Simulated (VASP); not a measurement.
Input of a VASP 6.6.1 run:

Contents of INCAR:

```
SYSTEM = SnO2
PREC = Accurate
ENCUT = 520
EDIFF = 1E-6
ISMEAR = 0
SIGMA = 0.05
LREAL = .False.
LASPH = .True.
NELM = 100
ALGO = Normal
ISIF = 2
LWAVE = .False.
LCHARG = .True.
LELF = .True.
LVHAR = .True.
NBANDS = 35
```

Contents of KPOINTS:

```
regular mesh
0
Gamma
  6 6 8
  0 0 0
```

Contents of POSCAR:

```
SnO2
1.0
    4.8626975673      0.0000000000      0.0000000000
    0.0000000000      4.8632134832      0.0000000000
    0.0000000000      0.0000000000      3.2851359508
Sn O
2 4
Direct
    0.5000000000      0.5000000000      0.5000000000
    0.0000000000      0.0000000000      0.0000000000
    0.3059920358      0.3580673078      0.0000000000
    0.8059920358      0.1419326922      0.5000000000
    0.1940079642      0.8580673078      0.5000000000
    0.6940079642      0.6419326922      0.0000000000
```

Potentials or basis: VASP PAW LDA potentials, release 64 (Sn_d, O).

Launch:

```sh
$ cat potpaw_LDA.64/Sn_d/POTCAR potpaw_LDA.64/O/POTCAR > POTCAR
$ mpirun -np 1 vasp_std > vasp.out
```

**Question.** Predict the largest force.

**Answer.** 3.241 eV/Å.

**Question.** Predict the pressure.

**Answer.** -5.2 GPa.

**Question.** What does it give for the band gap on the k mesh?

**Answer.** 0.76 eV, indirect (least direct gap 0.78 eV).

Forces on the atoms (eV/Å):
```
Sn   0.000  0.000  0.000
Sn   0.000  0.000  0.000
O   -2.341 -2.241  0.000
O   -2.341  2.241  0.000
O    2.341 -2.241  0.000
O    2.341  2.241  0.000
```

Caveat: spin-orbit coupling is left out, which moves the levels of the heavy elements; forces of over 1 eV/Å act on the atoms, so gaps and moduli don't describe the material at rest. A hybrid or GW would open this gap; LDA tends to underestimate it.
